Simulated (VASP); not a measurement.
TaTl:

```
Ta Tl
1.0
     3.62212    0.00000    0.00000
     0.00000    3.62212    0.00000
     0.00000    0.00000    3.62212
Ta Tl
1 1
Direct
  0.00000 0.00000 0.00000
  0.50000 0.50000 0.50000
```

Base run:

```yaml
Program: VASP 6.6.1
Functional: BLYP
Potentials_or_basis: VASP PAW PBE potentials, release 64 (Ta_pv, Tl_d)
Cutoff: 520 eV
k_mesh: 7 × 7 × 7
Occupations: fermi-dirac, width 0.05 eV
Spin: no spin polarisation
```

Its results: band gap on the k mesh zero (bands 12 and 13 overlap by 2.02 eV); pressure -7.9 GPa.

Task: After a change of settings the same cell gave: band gap on the k mesh zero (bands 12 and 13 overlap by 2.06 eV); pressure -17.8 GPa. Which change was it?
A. functional from BLYP to PBEsol; further incar settings from ALGO = Fast; EDIFF = 1e-06; NBANDS = 19 to ALGO = Fast; EDIFF = 1e-07; NBANDS = 19
B. functional from BLYP to revPBE; further incar settings from ALGO = Fast; EDIFF = 1e-06; NBANDS = 19 to ALGO = Normal; EDIFF = 1e-06; NBANDS = 19
C. functional from BLYP to RPBE; further incar settings from ALGO = Fast; EDIFF = 1e-06; NBANDS = 19 to ALGO = Normal; EDIFF = 1e-07; NBANDS = 19
D. functional from BLYP to r2SCAN; further incar settings from ALGO = Fast; EDIFF = 1e-06; NBANDS = 19 to ALGO = Normal; EDIFF = 1e-07; NBANDS = 19

Result: A.

Caveats: the cell stands under tension; the PAW data sets were made with another functional, which shifts forces and pressure a little; spin-orbit coupling is left out, which moves the levels of the heavy elements.
